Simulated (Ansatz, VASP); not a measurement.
# One calculation of PbSe, two programs

```
Pb Se
1.0
     0.00000    3.10245    3.10245
     3.10245    0.00000    3.10245
     3.10245    3.10245    0.00000
Pb Se
1 1
Direct
  0.00000 0.00000 0.00000
  0.50000 0.50000 0.50000
```

Change from the starting cell: volume scaled by 1.04, PAW files.

Alike in both runs: task electric field gradients; functional PBEsol; k mesh 9 × 9 × 9; occupations fermi-dirac, width 0.01 eV; no spin polarisation.

|  | VASP | Ansatz |
| --- | --- | --- |
| version | VASP 6.6.1 | Ansatz 0.2.0 |
| potentials or method | VASP PAW PBE potentials, release 64 (Pb_d, Se) | PAW with Ansatz's default frozen-core files, scalar-relativistic |
| plane-wave cutoff (eV) | 400 | 420 |
| valence electrons in the cell | 20 | 30 |

```csv
,VASP,Ansatz,Ansatz less VASP
pressure (GPa),-2.4,-2.4,+0.02
```

VASP's potentials were made for PBE, not for PBEsol. With one functional, cell and mesh, what is left measures potentials, basis and numerics. VASP's potentials hold 20 valence electrons a cell and Ansatz's 30, so a difference there can come from the potentials and not from the codes.

Spin-orbit coupling is off throughout.
